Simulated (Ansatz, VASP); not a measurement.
## Ag in VASP and in Ansatz

```xyz
1
Lattice="0.0000 2.0431 2.0635 2.0431 0.0000 2.0635 2.0431 2.0431 0.0000" Properties=species:S:1:pos:R:3 pbc="T T T"
Ag    0.0000    0.0000    0.0000
```

Change from the starting cell: zz strain of +1 %.

Alike in both runs: task single point; functional PBE; k mesh 15 × 15 × 15; occupations fermi-dirac, width 0.05 eV; no spin polarisation.

|  | VASP | Ansatz |
| --- | --- | --- |
| version | VASP 6.6.1 | Ansatz 0.2.0 |
| potentials or method | VASP PAW PBE potentials, release 64 (Ag), cutoff 520 eV | all-electron LAPW, scalar-relativistic |

|  | VASP | Ansatz | Ansatz less VASP |
| --- | --- | --- | --- |
| pressure (GPa) | 3.3 | 3.4 | +0.13 |
| traceless stress, the component that is largest in VASP (GPa) | -0.06 | -0.07 | -0.011 |

Ansatz ran all-electron here, and VASP with PAW potentials.
